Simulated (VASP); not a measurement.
Crystal: NaH.

```
Na H
1.0
     0.00000    2.44000    2.44000
     2.44000    0.00000    2.44000
     2.44000    2.44000    0.00000
Na H
1 1
Direct
  0.00000 0.00000 0.00000
  0.50000 0.50000 0.50000
```

| Item | Value |
| --- | --- |
| Program | VASP 6.6.1 |
| Task | relaxation of cell and atoms |
| Functional | PBEsol |
| Potentials or basis | VASP PAW PBE potentials, release 64 (Na_pv, H) |
| Cutoff | 600 eV |
| k mesh | 9 × 9 × 9 |
| Occupations | fermi-dirac, width 0.05 eV |
| Spin | no spin polarisation |

At the start: pressure -1.2 GPa; volume 14.53 Å³/atom.

Problem. How do energy, volume and symmetry change on relaxing?

Solution. Over 4 steps the energy falls by 2.9 meV/atom and the volume is 13.76 Å³/atom (-5.3 %); space group Fm-3m (No. 225, to 0.05 Å).

The path:
| step | energy change (eV) | largest force (eV/Å) | pressure (GPa) | volume (Å³) |
| --- | --- | --- | --- | --- |
| 1 | 0.0000 | 0.0000 | -1.19 | 29.05 |
| 2 | -0.0029 | 0.0000 | -0.84 | 28.60 |
| 3 | -0.0056 | 0.0000 | -0.24 | 27.82 |
| 4 | -0.0058 | 0.0000 | 0.01 | 27.52 |

Final structure:
```
CELL_PARAMETERS angstrom
0.00000 2.39633 2.39633
2.39633 0.00000 2.39633
2.39633 2.39633 0.00000
ATOMIC_POSITIONS crystal
Na 0.00000 0.00000 0.00000
H 0.50000 0.50000 0.50000
```

Caveat: the PAW data sets were made with another functional, which shifts forces and pressure a little.
